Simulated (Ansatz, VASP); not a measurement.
## Two plane-wave programs on Co

```xyz
1
Lattice="-1.4047 1.4047 1.4047 1.4047 -1.4047 1.4047 1.4047 1.4047 -1.4047" Properties=species:S:1:pos:R:3 pbc="T T T"
Co    0.0000    0.0000    0.0000
```

Alike in both runs: task single point; functional PBE; k mesh 20 × 20 × 20; occupations gaussian, width 0.05 eV; collinear spin.

|  | VASP | Ansatz |
| --- | --- | --- |
| version | VASP 6.6.1 | Ansatz 0.2.0 |
| potentials or method | VASP PAW PBE potentials, release 64 (Co), cutoff 520 eV | scalar-relativistic, plane waves, PAW |
| valence electrons in the cell | 9 | 17 |

VASP gave:

- gap on the k mesh at the Fermi level (eV): none
- pressure (GPa): -1.0
- net moment per atom (μB): 1.72
- size of the moment on the site where the two differ most (μB): 1.75

Question: Which values does Ansatz return?

Answer: gap on the k mesh at the Fermi level (eV): none; pressure (GPa): 0.0; net moment per atom (μB): 1.74; size of the moment on the site where the two differ most (μB): 1.81.

Site moments also hang on the region over which each program counts them. A gap of «none» marks a metal or a gap that the smearing closes. VASP's potentials hold 9 valence electrons a cell and Ansatz's 17, so a difference there can come from the potentials and not from the codes.
